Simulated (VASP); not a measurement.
Wanted: the native input for a VASP 6.6.1 run.

| Quantity | Value |
| --- | --- |
| Task | single point |
| Functional | PBE |
| Potentials or basis | VASP PAW PBE potentials, release 64 (Sn_d, As) |
| Cutoff | 520 eV |
| k mesh | 4 × 4 × 4 |
| Occupations | gaussian, width 0.1 eV |
| Spin | no spin polarisation |
| Dipole correction | no |
| Further INCAR settings | ALGO = Normal; EDIFF = 1e-06; NBANDS = 19 |

The structure of SnAs2 lies in POSCAR:

```
SnAs2
1.0
    0.0000000000      3.3792645243      3.3792645243
    3.3792645243      0.0000000000      3.3792645243
    3.3792645243      3.3792645243      0.0000000000
Sn As
1 2
Direct
    0.0000000000      0.0000000000      0.0000000000
    0.2500000000      0.2500000000      0.2500000000
    0.7500000000      0.7500000000      0.7500000000
```

The cell was built from a structure type or drawn by symmetry, and may not be a known phase.

These files were run (other wordings do the same):

INCAR

```
PREC = Accurate
ENCUT = 520
EDIFF = 1E-6
ISMEAR = 0
SIGMA = 0.1
LREAL = False
LASPH = True
NELM = 60
ALGO = Normal
ISIF = 2
LWAVE = False
LCHARG = False
GGA = PE
NBANDS = 19
```

KPOINTS

```
regular mesh
0
Gamma
  4 4 4
```

Potentials or basis: VASP PAW PBE potentials, release 64 (Sn_d, As).

The run is started by

```bash
$ cat potpaw_PBE.64/Sn_d/POTCAR potpaw_PBE.64/As/POTCAR > POTCAR
$ mpirun -np 1 vasp_std > vasp.out
```

Results of the run:

```json
{
 "Pressure": "0.0 GPa",
 "Band gap on the k mesh": "zero (bands 12 and 13 overlap by 2.98 eV)"
}
```

Caveat: the k points lie up to 0.40 Å⁻¹ apart, too coarse for converged energies and pressures of a metal; spin-orbit coupling is left out, which moves the levels of the heavy elements.

Run time: 11 s on 1 thread of Intel(R) Xeon(R) Platinum 8559C (Emerald Rapids) (shared host), peak memory 0.2 GiB.
